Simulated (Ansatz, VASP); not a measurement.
Two plane-wave programs on AlN

```
Al N
1.0
     0.00000    2.03526    2.03526
     2.03526    0.00000    2.03526
     2.03526    2.03526    0.00000
Al N
1 1
Cartesian
  2.0353 2.0353 2.0353
  0.0000 0.0000 0.0000
```

Alike in both runs: functional PBE; k mesh 10 × 10 × 10; occupations gaussian, width 0.02 eV; no spin polarisation.

Ansatz relaxed the structure, and its values are those at the end. VASP's run is a single point on that final structure, the one shown.

```csv
,VASP,Ansatz
version,VASP 6.6.1,Ansatz 0.2.0
potentials or method,"VASP PAW PBE potentials, release 64 (Al, N), cutoff 520 eV","scalar-relativistic, plane waves, PAW"
valence electrons in the cell,8,8
```

```tsv
	VASP	Ansatz	Ansatz less VASP
gap on the k mesh at the Fermi level (eV)	4.41	4.44	+0.022
least direct gap on the mesh (eV)	5.39	5.38	-0.010
pressure (GPa)	-0.3	0.0	+0.27
```

The functional is the same, so the differences come from potentials, cutoffs and numerics.
